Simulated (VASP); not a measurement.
# AgI (F-43m) in VASP: further runs

Runs on AgI. Level: PBEsol. Tasks: single point.

All numbers are computed with VASP 6.6.1; they aren't measurements. Logs are shortened: lines on timing, memory, paths and dates and some standing lists are left out, and cuts for length are marked.

**1. The cell of the first run**

The structure is cubic, space group F-43m (No. 216). Conventional cell: a = 5.968 Å, b = 5.968 Å, c = 5.968 Å, α = 90.00°, β = 90.00°, γ = 90.00°. Ag (site symmetry -43m) has 4 I at 2.58 Å within 3.4 Å. I (site symmetry -43m) has 4 Ag at 2.58 Å within 3.4 Å.

**2. Single point, PBEsol, non-collinear spin, zero start, spin-orbit coupling**

INCAR

```
ALGO = Normal
EDIFF = 1E-6
ENCUT = 500
GGA = PS
GGA_COMPAT = False
ISIF = 2
ISMEAR = 0
LASPH = True
LCHARG = False
LMAXMIX = 4
LORBIT = 11
LORBMOM = True
LREAL = False
LSORBIT = True
LWAVE = False
MAGMOM = 0 0 0 0 0 0
NBANDS = 30
NELM = 200
PREC = Accurate
SIGMA = 0.01
```

KPOINTS

```
k-points
0
Gamma
  6 6 6
```

POSCAR

```
AgI
1.0
    2.9841364142      2.9841364142      0.0000000000
   -2.9841364142      2.9841364142      0.0000000000
    0.0000000000      2.9841364142      2.9841364142
Ag I
1 1
Direct
    0.0000000000      0.0000000000      0.0000000000
    0.7500000000      0.2500000000      0.5000000000
```

Potentials or basis: VASP PAW PBE potentials, release 64 (Ag, I).

The run is started by

```bash
$ cat potpaw_PBE.64/Ag/POTCAR potpaw_PBE.64/I/POTCAR > POTCAR
$ mpirun -np 1 vasp_ncl > vasp.out
```

OUTCAR:

```text
EDIFF = 1E-6
   ENCUT = 500
   GGA = PS
   ISIF = 2
   ISMEAR = 0
   LASPH = True
   LORBIT = 11
   LREAL = False
   LSORBIT = True
   NELM = 200
   PREC = Accurate

 ion  position               nearest neighbor table
   1  0.000  0.000  0.000-   2 2.58   2 2.58   2 2.58   2 2.58
   2  0.750  0.250  0.500-   1 2.58   1 2.58   1 2.58   1 2.58

  LATTYP: Found a face centered cubic cell.
 ALAT       =     5.9682728284

  Lattice vectors:

 A1 = (   0.0000000000,   2.9841364142,   2.9841364142)
 A2 = (   2.9841364142,   0.0000000000,   2.9841364142)
 A3 = (   2.9841364142,   2.9841364142,   0.0000000000)

Analysis of symmetry for initial positions (statically):
=====================================================================
 Subroutine PRICEL returns:
 Original cell was already a primitive cell.

 Routine SETGRP: Setting up the symmetry group for a
 face centered cubic supercell.

 Subroutine GETGRP returns: Found 24 space group operations
 (whereof 24 operations were pure point group operations)
 out of a pool of 48 trial point group operations.

The static configuration has the point symmetry T_d .

Analysis of symmetry for dynamics (positions and initial velocities):
=====================================================================
 Subroutine PRICEL returns:
 Original cell was already a primitive cell.

 Routine SETGRP: Setting up the symmetry group for a
 face centered cubic supercell.

 Subroutine GETGRP returns: Found 24 space group operations
 (whereof 24 operations were pure point group operations)
 out of a pool of 48 trial point group operations.

The dynamic configuration has the point symmetry T_d .

Analysis of structural, dynamic, and magnetic symmetry:
=====================================================================
 Subroutine PRICEL returns:
 Original cell was already a primitive cell.

 Routine SETGRP: Setting up the symmetry group for a
 face centered cubic supercell.

 Subroutine GETGRP returns: Found 24 space group operations
 (whereof 24 operations were pure point group operations)
 out of a pool of 48 trial point group operations.

The overall configuration has the point symmetry T_d .

 Subroutine INISYM returns: Found 24 space group operations
 (whereof 24 operations are pure point group operations),
 and found     1 'primitive' translations
[... 899 lines left out ...]
      0.00000      0.00000      0.00000        -0.000000     -0.000000     -0.000000
      1.49207      4.47620      1.49207         0.000000      0.000000      0.000000
 -----------------------------------------------------------------------------------
    total drift:                               -0.000001     -0.000000      0.000000

  FREE ENERGIE OF THE ION-ELECTRON SYSTEM (eV)
  ---------------------------------------------------
  free  energy   TOTEN  =        -5.1004104804 eV

  energy  without entropy=       -5.1004104804  energy(sigma->0) =       -5.10041048

 orbital moment (x)

 # of ion     p       d       tot
 ----------------------------------------
  1        -0.000   0.000   0.000
  2         0.000   0.000   0.000
 ----------------------------------------
            0.000   0.000   0.000

 orbital moment (y)

 # of ion     p       d       tot
 ----------------------------------------
  1         0.000   0.000   0.000
  2         0.000   0.000   0.000
 ----------------------------------------
            0.000   0.000   0.000

 orbital moment (z)

 # of ion     p       d       tot
 ----------------------------------------
  1         0.000  -0.000  -0.000
  2         0.000  -0.000  -0.000
 ----------------------------------------
            0.000  -0.000  -0.000

 Spin-Orbit-Coupling matrix elements

 Ion:    1  E_soc:     -0.0546160
 l=   1
     0.0000000    -0.0032037    -0.0032037
    -0.0032037     0.0000000    -0.0032037
    -0.0032037    -0.0032037     0.0000000
 l=   2
     0.0000000    -0.0012478     0.0000000    -0.0012478    -0.0046512
    -0.0012478     0.0000000    -0.0034884    -0.0012478    -0.0011628
     0.0000000    -0.0034884     0.0000000    -0.0034884     0.0000000
    -0.0012478    -0.0012478    -0.0034884     0.0000000    -0.0011628
    -0.0046512    -0.0011628     0.0000000    -0.0011628     0.0000000
 l=   3
     0.0000000     0.0000000     0.0000000     0.0000000     0.0000000     0.0000000     0.0000000
     0.0000000     0.0000000     0.0000000     0.0000000     0.0000000     0.0000000     0.0000000
     0.0000000     0.0000000     0.0000000     0.0000000     0.0000000     0.0000000     0.0000000
     0.0000000     0.0000000     0.0000000     0.0000000     0.0000000     0.0000000     0.0000000
     0.0000000     0.0000000     0.0000000     0.0000000     0.0000000     0.0000000     0.0000000
     0.0000000     0.0000000     0.0000000     0.0000000     0.0000000     0.0000000     0.0000000
     0.0000000     0.0000000     0.0000000     0.0000000     0.0000000     0.0000000     0.0000000

 Ion:    2  E_soc:     -0.2545269
 l=   1
     0.0000000    -0.0422049    -0.0422049
    -0.0422049     0.0000000    -0.0422049
    -0.0422049    -0.0422049     0.0000000
 l=   2
     0.0000000    -0.0000693     0.0000000    -0.0000693    -0.0001469
    -0.0000693     0.0000000    -0.0001102    -0.0000693    -0.0000367
     0.0000000    -0.0001102     0.0000000    -0.0001102     0.0000000
    -0.0000693    -0.0000693    -0.0001102     0.0000000    -0.0000367
    -0.0001469    -0.0000367     0.0000000    -0.0000367     0.0000000
 l=   3
     0.0000000     0.0000000     0.0000000     0.0000000     0.0000000     0.0000000     0.0000000
     0.0000000     0.0000000     0.0000000     0.0000000     0.0000000     0.0000000     0.0000000
     0.0000000     0.0000000     0.0000000     0.0000000     0.0000000     0.0000000     0.0000000
     0.0000000     0.0000000     0.0000000     0.0000000     0.0000000     0.0000000     0.0000000
     0.0000000     0.0000000     0.0000000     0.0000000     0.0000000     0.0000000     0.0000000
     0.0000000     0.0000000     0.0000000     0.0000000     0.0000000     0.0000000     0.0000000
     0.0000000     0.0000000     0.0000000     0.0000000     0.0000000     0.0000000     0.0000000

 total charge

# of ion       s       p       d       tot
------------------------------------------
    1        0.407   0.409   9.280  10.096
    2        1.493   2.813   0.080   4.386
--------------------------------------------------
tot          1.899   3.222   9.360  14.481

 magnetization (x)

# of ion       s       p       d       tot
------------------------------------------
    1        0.000   0.000   0.000   0.000
    2        0.000  -0.000   0.000   0.000
--------------------------------------------------
tot          0.000  -0.000   0.000   0.000

 magnetization (y)

# of ion       s       p       d       tot
------------------------------------------
    1       -0.000   0.000   0.000  -0.000
    2        0.000  -0.000  -0.000  -0.000
--------------------------------------------------
tot         -0.000   0.000   0.000  -0.000

 magnetization (z)

# of ion       s       p       d       tot
------------------------------------------
    1        0.000  -0.000  -0.000   0.000
    2        0.000  -0.000  -0.000  -0.000
--------------------------------------------------
tot          0.000  -0.000  -0.000   0.000
```

OSZICAR:

```text
N       E                     dE             d eps       ncg     rms          rms(c)
DAV:   1     0.105182581545E+03    0.10518E+03   -0.78162E+03  1328   0.103E+03
DAV:   2    -0.448476477174E+00   -0.10563E+03   -0.10041E+03  1468   0.232E+02
DAV:   3    -0.524762114178E+01   -0.47991E+01   -0.47669E+01  1580   0.495E+01
DAV:   4    -0.532588747794E+01   -0.78266E-01   -0.78248E-01  1612   0.616E+00
DAV:   5    -0.532723068827E+01   -0.13432E-02   -0.13432E-02  1568   0.753E-01    0.109E+01
DAV:   6    -0.511237494007E+01    0.21486E+00   -0.64443E-01  1440   0.119E+01    0.750E+00
DAV:   7    -0.510421495222E+01    0.81600E-02   -0.92426E-02  1512   0.190E+00    0.381E+00
DAV:   8    -0.510059048463E+01    0.36245E-02   -0.21710E-03  1526   0.392E-01    0.144E+00
DAV:   9    -0.510037051601E+01    0.21997E-03   -0.35730E-04  1526   0.146E-01    0.168E-01
DAV:  10    -0.510038931566E+01   -0.18800E-04   -0.81562E-05  1536   0.102E-01    0.621E-02
DAV:  11    -0.510040767926E+01   -0.18364E-04   -0.14742E-05  1502   0.331E-02    0.151E-02
DAV:  12    -0.510041123045E+01   -0.35512E-05   -0.39686E-06  1528   0.140E-02    0.208E-02
DAV:  13    -0.510041048038E+01    0.75007E-06   -0.10663E-06  1336   0.710E-03
   1 F= -.51004105E+01 E0= -.51004105E+01  d E =-.133940E-39  mag=     0.0000     0.0000     0.0000
```

Run time: 38 s. Hardware: 1 thread of AMD EPYC 9R45 (Zen 5), shared host; peak memory 0.29 GiB.

Results:

* Free energy: -5.1004 eV
* Pressure: 14.9 GPa
* Net moment: 0.00 μB per cell
* Valence electrons inside the program's atomic spheres: Ag 10.10; I 4.39

Moments on the atoms (μB; x, y, z):
```
Ag  0.00 0.00 0.00
I   0.00 0.00 0.00
```

Caveat: the PAW data sets were made with another functional, which shifts forces and pressure a little.

**3. Single point, PBEsol, non-collinear spin, zero start, spin-orbit coupling**

This run uses another cell than the first one, of 28.04 Å³/atom, 1.055 times its volume.

INCAR

```
SYSTEM = AgI
  ALGO = Normal
  EDIFF = 1E-6
  ENCUT = 500
  GGA = PS
  GGA_COMPAT = .False.
  ISIF = 2
  ISMEAR = 0
  LASPH = .True.
  LCHARG = .False.
  LMAXMIX = 4
  LORBIT = 11
  LORBMOM = .True.
  LREAL = .False.
  LSORBIT = .True.
  LWAVE = .False.
  MAGMOM = 0 0 0 0 0 0
  NBANDS = 30
  NELM = 200
  PREC = Accurate
  SIGMA = 0.01
```

KPOINTS

```
k-points
0
Gamma
  6 6 6
  0 0 0
```

POSCAR

```
AgI
1.0
    3.0380448903      3.0380448903      0.0000000000
   -3.0380448903      3.0380448903      0.0000000000
    0.0000000000      3.0380448903      3.0380448903
Ag I
1 1
Direct
    0.0000000000      0.0000000000      0.0000000000
    0.7500000000      0.2500000000      0.5000000000
```

Potentials or basis: VASP PAW PBE potentials, release 64 (Ag, I).

The run is started by

```bash
$ cat potpaw_PBE.64/Ag/POTCAR potpaw_PBE.64/I/POTCAR > POTCAR
$ mpirun -np 1 vasp_ncl > vasp.out
```

Wall time 40 s (1 thread of AMD EPYC 9R45 (Zen 5), shared host); peak memory 0.3 GiB.

Results (log left out):

```
Free energy                                           : -5.3253 eV
Pressure                                              : 9.9 GPa
Net moment                                            : 0.00 μB per cell
Valence electrons inside the program's atomic spheres : Ag 10.02; I 4.35
```

Moments on the atoms (μB; x, y, z):
```
Ag  0.00 0.00 0.00
I   0.00 0.00 0.00
```

Caveat: the PAW data sets were made with another functional, which shifts forces and pressure a little.
